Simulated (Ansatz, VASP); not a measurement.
# One calculation of TlCl, two programs

Contents of POSCAR:

```
TlCl
1.0
    3.8388256296      0.0000000000      0.0000000000
    0.0000000000      3.8388256296      0.0000000000
    0.0000000000      0.0000000000      3.8388256296
Tl Cl
1 1
Direct
    0.0000000000      0.0000000000      0.0000000000
    0.5000000000      0.5000000000      0.5000000000
```

INCAR.step1

```
  PREC = Accurate
  ENCUT = 400
  EDIFF = 1E-5
  ISMEAR = 0
  SIGMA = 0.01
  LREAL = F
  LASPH = T
  NELM = 120
  ALGO = Normal
  ISIF = 2
  LWAVE = T
  LCHARG = F
  NBANDS = 17
  GGA = PE
  GGA_COMPAT = F
```

INCAR.step2

```
  PREC = Accurate
  ENCUT = 400
  EDIFF = 1E-6
  ISMEAR = 0
  SIGMA = 0.01
  LREAL = F
  LASPH = T
  NELM = 120
  ALGO = Normal
  ISIF = 2
  LWAVE = F
  LCHARG = F
  GGA = PE
  LHFCALC = T
  AEXX = 0.75
  HFSCREEN = 0.2078
  PRECFOCK = Normal
  NBANDS = 17
  ISTART = 1
  GGA_COMPAT = F
```

File KPOINTS:

```
Automatic mesh
0
Gamma
  4 4 4
```

Input for Ansatz:

```yaml
crystal:
  lattice:
    - [3.8388256296, 0.0, 0.0]
    - [0.0, 3.8388256296, 0.0]
    - [0.0, 0.0, 3.8388256296]
  atoms:
    - { symbol: Tl, position: [0.0, 0.0, 0.0] }
    - { symbol: Cl, position: [0.5, 0.5, 0.5] }
kpoints:
  mp_grid: { grid: [4, 4, 4] }
hamiltonian:
  xc:
    exchange: pbe
    correlation: pbe
    exx: { coeff: 0.75, omega: 0.2078 }
scf:
  occupations: { method: fixed }
  n_extra_bands: 4
output:
  forces: true
  stress: true
  eigenvalues: true
```

Alike in both runs: task single point; functional PBE-based screened hybrid; k mesh 4 × 4 × 4; no spin polarisation.

|  | VASP | Ansatz |
| --- | --- | --- |
| version | VASP 6.6.1 | Ansatz 0.2.0 |
| potentials or method | VASP PAW PBE potentials, release 64 (Tl_d, Cl) | plane waves |
| plane-wave cutoff (eV) | 400 | 420 |
| occupations | gaussian, width 0.01 eV | fixed |
| valence electrons in the cell | 20 | 20 |

```csv
,VASP,Ansatz,Ansatz less VASP
gap on the k mesh at the Fermi level (eV),4.48,4.48,+0.008
pressure (GPa),0.2,0.3,+0.12
```

VASP's potentials were made for PBE, not for PBE-based screened hybrid. Ansatz's warnings: stress exchange threshold loose, stress scf threshold loose.

Spin-orbit coupling is off throughout.
